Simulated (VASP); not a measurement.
Runs of VASP 6.6.1 on NaCl. The structure is that of space group Fm-3m (No. 225), or close to it. The cells are those of the table. 

| task | cell | gap on the mesh (eV) | pressure (GPa) |
| --- | --- | --- | --- |
| electric field gradients | a = 3.951 Å, angles 60.0°, 2 atoms | 5.22 | (a) |
| electric field gradients | a = 4.035 Å, angles 59.0°, 2 atoms | 5.03 | 0.4 |
| single point | a = 4.031 Å, angles 60.0°, 2 atoms | 4.99 | (b) |
| single point | a = 4.035 Å, angles 59.0°, 2 atoms | 5.03 | 0.4 |
| electric field gradients | a = 4.005 Å, angles 60.0°, 2 atoms | 5.06 | 0.4 |

Alike in all rows: level PBE; potentials or basis VASP PAW PBE potentials, release 64 (Na_pv, Cl); no spin polarisation; k mesh 7 × 7 × 7; cutoff (eV) 520; smearing fermi-dirac 0.03 eV.

Problem. Estimate the missing entries.

Solution. (a) 1.5; (b) -0.1.

